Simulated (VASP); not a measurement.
Input of a VASP 6.6.1 run:

File INCAR:

```
SYSTEM = Ni
  PREC = Accurate
  ENCUT = 600
  EDIFF = 1E-6
  ISMEAR = -1
  SIGMA = 0.08
  LREAL = .False.
  LASPH = .True.
  NELM = 150
  ALGO = Normal
  ISIF = 3
  LWAVE = .False.
  LCHARG = .False.
  ISPIN = 2
  MAGMOM = 1
  LORBIT = 11
  LMAXMIX = 4
  GGA = PE
  IBRION = 2
  NSW = 60
  EDIFFG = -0.005
  PSTRESS = 1900.0
```

File KPOINTS:

```
regular mesh
0
Gamma
  21 21 21
  0 0 0
```

File POSCAR:

```
Ni
1.0
    0.0000000000      1.5470387116      1.5470387116
    1.5470387116      0.0000000000      1.5470387116
    1.5470387116      1.5470387116      0.0000000000
Ni
1
Direct
    0.0000000000      0.0000000000      0.0000000000
```

Potentials or basis: VASP PAW PBE potentials, release 64 (Ni).

Launch:

```console
$ cat potpaw_PBE.64/Ni/POTCAR > POTCAR
$ mpirun -np 1 vasp_std > vasp.out
```

(1) Predict the net moment.

(2) Estimate the space group after relaxing (to 0.1 Å).

Results:

(1) 0.52 μB per cell.

(2) Fm-3m (No. 225).
